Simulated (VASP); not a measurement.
Set up this calculation in VASP 6.6.1, as the native input.

| Property | Result |
| --- | --- |
| Task | single point |
| Functional | LDA |
| Potentials or basis | VASP PAW LDA potentials, release 64 (Si) |
| Cutoff | 520 eV |
| k mesh | 13 × 13 × 12 |
| Occupations | fermi-dirac, width 0.1 eV |
| Spin | no spin polarisation |
| Dipole correction | no |
| Further INCAR settings | ALGO = Normal; EDIFF = 1e-06; NBANDS = 8 |

The structure of Si lies in POSCAR:

```
Si
1.0
    2.4577319639      0.0000000000      0.0000000000
   -1.2288659819      2.1284583209      0.0000000000
    0.0000000000      0.0000000000      2.3079532846
Si
1
Direct
    0.0000000000      0.0000000000      0.0000000000
```

One way to write it, as run:

INCAR

```
ALGO     = Normal         # electronic algorithm
EDIFF    = 1E-6           # SCF threshold, eV
ENCUT    = 520            # plane-wave cutoff, eV
ISIF     = 2              # what is computed and relaxed
ISMEAR   = -1             # smearing method
LASPH    = True           # aspherical terms in the spheres
LCHARG   = False          # write CHGCAR
LREAL    = False          # projectors in reciprocal space
LWAVE    = False          # write WAVECAR
NBANDS   = 8              # bands
NELM     = 60             # most SCF steps
PREC     = Accurate       # precision mode
SIGMA    = 0.1            # smearing width, eV
```

KPOINTS

```
k-points
0
Gamma
  13 13 12
```

Potentials or basis: VASP PAW LDA potentials, release 64 (Si).

Command:

```bash
$ cat potpaw_LDA.64/Si/POTCAR > POTCAR
$ mpirun -np 1 vasp_std > vasp.out
```

It gave:

The pressure is 33.2 GPa and the band gap on the k mesh is zero (band 2 reaches 20.07 eV, above the bottom of band 3 at 7.65 eV).

It took 4 s on 1 thread of Intel(R) Xeon(R) 6975P-C (Granite Rapids), on a shared host, peak memory 0.11 GiB.
